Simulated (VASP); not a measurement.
A run of VASP 6.6.1 is set up as follows.

INCAR

```
  PREC = Accurate
  ENCUT = 520
  EDIFF = 1E-6
  ISMEAR = 0
  SIGMA = 0.01
  LREAL = F
  LASPH = T
  NELM = 80
  ALGO = Normal
  ISIF = 2
  LWAVE = F
  LCHARG = T
  GGA = PE
  LELF = T
  LVHAR = T
  NBANDS = 16
```

The input KPOINTS:

```
Automatic mesh
0
Gamma
  6 6 2
```

Contents of POSCAR:

```
Si
1.0
    3.8321295320      0.0000000000      0.0000000000
   -1.9160647660      3.3187215253      0.0000000000
    0.0000000000      0.0000000000      6.3412168948
Si
4
Direct
    0.3333333333      0.6666666667      0.0005609416
    0.6666666667      0.3333333333      0.5005609416
    0.3333333333      0.6666666667      0.3744390584
    0.6666666667      0.3333333333      0.8744390584
```

Potentials or basis: VASP PAW PBE potentials, release 64 (Si).

Launch:

```bash
$ cat potpaw_PBE.64/Si/POTCAR > POTCAR
$ mpirun -np 1 vasp_std > vasp.out
```

Q: Predict the largest force.

A: 0.041 eV/Å.

Q: Estimate the band gap on the k mesh.

A: 0.42 eV, indirect (least direct gap 1.04 eV).

Q: What does it give for the pressure?

A: 1.3 GPa.

Stress tensor (GPa, compression positive):
```
1.41 0.00 0.00
0.00 1.41 0.00
0.00 0.00 0.99
```

Caveat: the k points lie up to 0.50 Å⁻¹ apart. A k mesh can miss the band edges.
